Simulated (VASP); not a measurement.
Input of a VASP 6.6.1 run:

The input INCAR:

```
PREC = Accurate ; ENCUT = 520
EDIFF = 1E-6 ; ISMEAR = 0
SIGMA = 0.2 ; LREAL = F
LASPH = T ; NELM = 60
ALGO = Normal ; ISIF = 2
LWAVE = F ; LCHARG = F
GGA = PE ; NBANDS = 32
```

Contents of KPOINTS:

```
Automatic mesh
0
Gamma
  12 12 2
```

Contents of POSCAR:

```
Zn
1.0
    2.6443807862      0.0000000000      0.0000000000
   -1.3221903931      2.2901009381      0.0000000000
    0.0000000000      0.0000000000     10.0645238396
Zn
4
Direct
    0.3333333333      0.6666666667      0.1250000000
    0.3333333333      0.6666666667      0.6250000000
    0.6666666667      0.3333333333      0.3750000000
    0.6666666667      0.3333333333      0.8750000000
```

Potentials or basis: VASP PAW PBE potentials, release 64 (Zn).

The run is started by

```bash
$ cat potpaw_PBE.64/Zn/POTCAR > POTCAR
$ mpirun -np 1 vasp_std > vasp.out
```

**Question.** Predict the band gap on the k mesh.

**Answer.** Zero (bands 24 and 25 overlap by 4.40 eV).

**Question.** Predict the pressure.

**Answer.** 0.5 GPa.

Stress tensor (GPa, compression positive):
```
-0.07  0.00  0.00
 0.00 -0.07  0.00
 0.00  0.00  1.68
```
